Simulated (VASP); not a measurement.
# Ba8Zn3O11 in VASP: a series of runs, part 2 of 2

VASP 6.6.1. The steps go on from the part before.

## 3. Single point, PBE

INCAR reads:

```
PREC     = Accurate       # precision mode
ENCUT    = 1000           # plane-wave cutoff, eV
EDIFF    = 1E-6           # SCF threshold, eV
ISMEAR   = -1             # smearing method
SIGMA    = 0.1172         # smearing width, eV
LREAL    = Auto         
LASPH    = True           # aspherical terms in the spheres
NELM     = 120            # most SCF steps
ALGO     = Normal         # electronic algorithm
ISIF     = 2              # what is computed and relaxed
LWAVE    = False          # write WAVECAR
LCHARG   = True           # write CHGCAR
GGA      = PE             # functional
LELF     = True           # ELF
LVHAR    = True         
NBANDS   = 108            # bands
ISYM     = 0            
GGA_COMPAT= False
```

KPOINTS reads:

```
regular mesh
0
Gamma
  1 1 1
```

POSCAR reads:

```
Ba8Zn3O11
1.0
    7.5350960000     -0.0410920000      0.1399040000
   -0.0410920000      7.6639600000     -0.3067190000
    0.1399040000     -0.3067190000      7.2967150000
Ba O Zn
8 11 3
Direct
    0.3328709709      0.1298990187      0.6878365836
    0.6632298290      0.5938523397      0.6389892287
    0.8250571532      0.1166827521      0.5021720077
    0.4245339240      0.6282944446      0.0239878972
    0.9768049689      0.8290191212      0.1595940082
    0.6579138244      0.0056899600      0.9533893599
    0.9833103413      0.3535619082      0.9875753822
    0.3460025720      0.0784140731      0.2652146812
    0.6111163631      0.9249861083      0.6163802739
    0.9059218001      0.7968738110      0.7805381264
    0.1866541219      0.9217742709      0.4765898112
    0.2730548237      0.4304658974      0.1856586981
    0.8407268996      0.4908970758      0.3190262199
    0.2073224979      0.5000937967      0.6717958729
    0.2528265236      0.9207425827      0.9219323767
    0.5085352380      0.3237685881      0.4634853991
    0.6520719359      0.3783960787      0.9430210437
    0.8843900179      0.1218608349      0.1732961110
    0.5906329450      0.8564839129      0.2200129754
    0.1406133658      0.7504756635      0.6855081736
    0.6279761867      0.3860216548      0.2139506333
    0.2773684063      0.4778628157      0.4161622943
```

Potentials or basis: VASP PAW PBE potentials, release 64 (Ba_sv, O_h, Zn).

Run with:

```
> cat potpaw_PBE.64/Ba_sv/POTCAR potpaw_PBE.64/O_h/POTCAR potpaw_PBE.64/Zn/POTCAR > POTCAR
> mpirun -np 1 vasp_gam > vasp.out
```

OUTCAR:

```text
PREC = Accurate
   ENCUT = 1000
   EDIFF = 1E-6
   ISMEAR = -1
   LREAL = Auto
   LASPH = True
   NELM = 120
   ISIF = 2
   GGA = PE
   ISYM = 0

 ion  position               nearest neighbor table
   1  0.333  0.130  0.688-  11 2.41  15 2.49  16 2.62   9 2.65  14 3.02   8 3.08  20 3.24   6 3.37
                            22 3.49   7 3.71   3 3.90   3 4.11   8 4.27   2 4.35   4 4.43
   2  0.663  0.594  0.639-  10 2.58   9 2.59  16 2.63  13 2.71  17 2.87   4 3.27  21 3.39  22 3.46
                             6 3.75  20 3.80   3 3.91   7 4.13   1 4.35   3 4.36   5 4.63
   3  0.825  0.117  0.502-   9 2.35  18 2.43  16 2.92  11 3.12   5 3.37  21 3.45   6 3.65   1 3.90
                             2 3.91   8 4.06   7 4.06   1 4.11   8 4.23   6 4.26   2 4.36   7 4.43
   4  0.425  0.628  0.024-  12 2.27  19 2.52  17 2.60  15 2.77  21 2.89   2 3.27  22 3.32   6 3.43
                            20 3.52   8 3.79   5 3.79   7 3.92   1 4.43   5 4.54   7 4.72   8 4.73
   5  0.977  0.829  0.160-  18 2.35  15 2.78  10 2.83  11 2.89  19 2.93  13 3.08   6 3.25   3 3.37
                             8 3.43  20 3.64   7 3.76   4 3.79   7 4.31   4 4.54   2 4.63
   6  0.658  0.006  0.953-  19 2.37  18 2.50   9 2.53  10 2.69  17 2.87  15 3.13   8 3.23   5 3.25
                            21 3.35   1 3.37   4 3.43   7 3.60   3 3.65   2 3.75   3 4.26
   7  0.983  0.354  0.988-  18 2.42  17 2.54  12 2.70  13 2.75  14 3.09  21 3.10   6 3.60   1 3.71
[... 293 lines left out ...]
    103       6.7137      0.00000
 [bands above 103 left out]

------------------------ aborting loop because EDIFF is reached ----------------------------------------

  FORCE on cell =-STRESS in cart. coord.  units (eV):
  Direction    XX          YY          ZZ          XY          YZ          ZX
  --------------------------------------------------------------------------------------
  -------------------------------------------------------------------------------------
  Total       20.4756950     11.1855525     20.8494613      2.6072165      2.8085222     -1.0297656
  in kB       78.0144469     42.6180741     79.4385336      9.9337557     10.7007505     -3.9235101
  external PRESSURE =      66.6903515 kB  Pullay stress =       0.0000000 kB

 VOLUME and BASIS-vectors are now :
 -----------------------------------------------------------------------------
  energy-cutoff  :     1000.00
  volume of cell :      420.51
      direct lattice vectors                 reciprocal lattice vectors
     7.535096000 -0.041092000  0.139904000     0.132762428  0.000610988 -0.002519845
    -0.041092000  7.663960000 -0.306719000     0.000610988  0.130703536  0.005482437
     0.139904000 -0.306719000  7.296715000    -0.002519845  0.005482437  0.137326743

 POSITION                                       TOTAL-FORCE (eV/Angst)
 -----------------------------------------------------------------------------------
      2.59911      0.77089      5.02568         0.337421      0.286065      1.536887
      5.06250      4.32802      4.57317         0.981643      0.908655     -1.590626
      6.28235      0.70632      3.74385         0.025223      0.515891      0.403537
      3.17644      4.79042      0.04172         0.126390      1.793307     -1.112097
      7.34858      6.26448      1.04690         0.247402     -2.197243     -0.184580
      5.09059     -0.27585      7.04691         0.409329      0.676133     -1.586718
[... 14 lines left out ...]
      4.74593      2.86703      1.53059         1.309612     -0.175043      1.347249
      2.12858      3.52328      2.92885        -0.530176      0.278665      4.454316
 -----------------------------------------------------------------------------------
    total drift:                               -0.183073     -0.325170     -0.175953

  FREE ENERGIE OF THE ION-ELECTRON SYSTEM (eV)
  ---------------------------------------------------
  free  energy   TOTEN  =      -111.7487381477 eV

  energy  without entropy=     -111.7314458965  energy(sigma->0) =     -111.74009202
```

stdout:

```text
POSCAR found type information on POSCAR BaO Zn
 POSCAR found :  3 types and      22 ions
 scaLAPACK will be used
 LDA part: xc-table for (Slater+PW92), standard interpolation
 POSCAR, INCAR and KPOINTS ok, starting setup
 FFT: planning ... GRIDC
 FFT: planning ... GRID_SOFT
 FFT: planning ... GRID
 WAVECAR not read
 entering main loop
```

It took 3 min on 1 thread of Intel Xeon 6975P-C (Granite Rapids), shared host; peak memory 0.98 GiB.

What came out:

```
Free energy   : -111.7487 eV
Pressure      : 6.7 GPa
Largest force : 4.494 eV/Å
```

Forces on the atoms (eV/Å):
```
Ba   0.337  0.286  1.537
Ba   0.982  0.909 -1.591
Ba   0.025  0.516  0.404
Ba   0.126  1.793 -1.112
Ba   0.247 -2.197 -0.185
Ba   0.409  0.676 -1.587
Ba   0.637  0.441  0.547
Ba  -0.086 -0.458 -1.776
O   -1.392  0.077  0.249
O   -0.375 -0.337  1.270
O   -1.632 -1.219  0.248
O   -0.968 -1.280 -2.239
O   -0.194  0.510 -0.091
O    0.544  0.152 -0.356
O    0.429 -0.304  0.718
O    0.420  0.119 -1.549
O   -0.408 -0.248 -0.036
O    0.454  0.364  0.051
O   -0.075 -0.739 -0.420
Zn  -0.261  0.834  0.115
Zn   1.310 -0.175  1.347
Zn  -0.530  0.279  4.454
```

Stress tensor (GPa, compression positive):
```
 7.80  0.99 -0.39
 0.99  4.26  1.07
-0.39  1.07  7.94
```

Levels at points of the mesh, in eV from the Fermi level:
```
           k point  band 88  band 89  band 90  band 91  band 92  band 93  band 94  band 95
(0.00, 0.00, 0.00)    -1.41    -1.23    -1.01    -0.60     0.60     1.75     2.04     2.22
```

Caveat: the k points lie up to 0.86 Å⁻¹ apart, too coarse for converged energies, forces and pressures; the atoms stand as in a frame of molecular dynamics; spin-orbit coupling is left out, which moves the levels of the heavy elements.

## 4. Single point, PBE

INCAR reads:

```
SYSTEM = Ba8Zn3O11
PREC = Accurate
ENCUT = 1000
EDIFF = 1E-6
ISMEAR = -1
SIGMA = 0.05
LREAL = Auto
LASPH = .TRUE.
NELM = 120
ALGO = Normal
ISIF = 2
LWAVE = .FALSE.
LCHARG = .FALSE.
GGA = PE
NBANDS = 108
ISYM = 0
GGA_COMPAT = .FALSE.
```

KPOINTS reads:

```
regular mesh
0
G
  1 1 1
  0 0 0
```

POSCAR reads:

```
Ba8Zn3O11
1.0
    7.5350960000     -0.0410920000      0.1399040000
   -0.0410920000      7.6639600000     -0.3067190000
    0.1399040000     -0.3067190000      7.2967150000
Ba O Zn
8 11 3
Direct
    0.3033018693      0.1063191540      0.7570560122
    0.6723357563      0.6364031604      0.5875858492
    0.7632875747      0.1041856514      0.4898576598
    0.4353739848      0.6452516359      0.0062250444
    0.9508055485      0.7792826653      0.2243052251
    0.7474247404      0.0061330912      0.9570766331
    1.0210152622      0.3843112597      0.0355751110
    0.3021779160      0.0779234574      0.2837618991
    0.5639511005      0.9258806576      0.6747884733
    0.8132096664      0.6526536116      0.8815683466
   -0.0176756865      0.8861334113      0.5945290248
    0.2469768319      0.5186935085      0.2642598906
    0.7791010136      0.4840692543      0.2766785998
    0.2176447897      0.5140835417      0.7535048050
    0.2043780377      0.8700863367      0.9831917111
    0.4669192908      0.3021772640      0.5008747953
    0.4705357429      0.2182680547      1.0401780975
    0.9681625005      0.1281265548      0.1974610550
    0.5927123367      0.8853421660      0.1957922760
    0.0574490526      0.7260261772      0.7756085678
    0.5761277870      0.3636001164      0.2374404759
    0.2589832550      0.4881481426      0.5022893887
```

Run with:

```
> cat potpaw_PBE.64/Ba_sv/POTCAR potpaw_PBE.64/O_h/POTCAR potpaw_PBE.64/Zn/POTCAR > POTCAR
> mpirun -np 1 vasp_gam > vasp.out
```

It took 5.7 min on 1 thread of Intel Xeon Platinum 8259CL at 2.50GHz (Skylake/Cascade Lake), shared host; peak memory 0.93 GiB.

Results (log left out):

| Item | Value |
| --- | --- |
| Free energy | -115.9162 eV |
| Pressure | 6.3 GPa |
| Largest force | 1.506 eV/Å |

Forces in eV/Å, atoms in the order of the input:
```
Ba  -0.057 -0.441  0.259
Ba  -0.350 -0.604 -0.403
Ba   0.009  1.046 -0.431
Ba   0.675 -0.212  0.108
Ba   0.651 -0.604  0.550
Ba   0.012  0.809 -0.991
Ba  -0.292  0.353  0.006
Ba  -0.315 -1.117 -0.393
O   -1.029  0.214  0.106
O    0.938 -0.301  0.535
O    0.627 -0.139 -0.172
O   -0.285  0.454 -0.840
O    0.394  0.473  0.014
O   -0.424 -0.162 -0.457
O   -0.791 -0.404 -0.423
O    0.313  0.563 -0.477
O    0.255  1.085 -0.104
O    0.099 -0.436  0.652
O    0.166 -0.063  1.496
Zn   0.074  0.535  0.234
Zn  -0.918 -0.751 -0.079
Zn   0.247 -0.297  0.810
```

Stress tensor (GPa, compression positive):
```
 4.25 -0.88 -1.66
-0.88  7.34  0.43
-1.66  0.43  7.28
```

Levels at points of the mesh, in eV from the Fermi level:
| k point | band 87 | band 88 | band 89 | band 90 | band 91 | band 92 | band 93 | band 94 | band 95 | band 96 |
| --- | --- | --- | --- | --- | --- | --- | --- | --- | --- | --- |
| (0.00, 0.00, 0.00) | -1.51 | -1.39 | -1.21 | -1.12 | -1.01 | 1.00 | 2.03 | 2.54 | 2.64 | 2.76 |

Caveat: the k points lie up to 0.86 Å⁻¹ apart, too coarse for converged energies, forces and pressures; the atoms stand as in a frame of molecular dynamics; spin-orbit coupling is left out, which moves the levels of the heavy elements.

## 5. Summary

```tsv
cell	smearing	pressure (GPa)	largest force (eV/Å)
as given, atomic positions A	fermi-dirac 0.293 eV	15.0	7.36
as given, atomic positions B	fermi-dirac 0.1172 eV	6.7	4.49
as given, atomic positions C	fermi-dirac 0.05 eV	6.3	1.51
```

Alike in all rows: task single point; level PBE; potentials or basis VASP PAW PBE potentials, release 64 (Ba_sv, O_h, Zn); no spin polarisation; k mesh 1 × 1 × 1; cutoff (eV) 1000.

Caveats: all runs use coarse meshes; the atoms stand as in a frame of molecular dynamics; spin-orbit coupling is left out, which moves the levels of the heavy elements; so wide a smearing shifts energies and pressures (at least some runs).

Absolute energies hang on the potentials; compare differences alone.
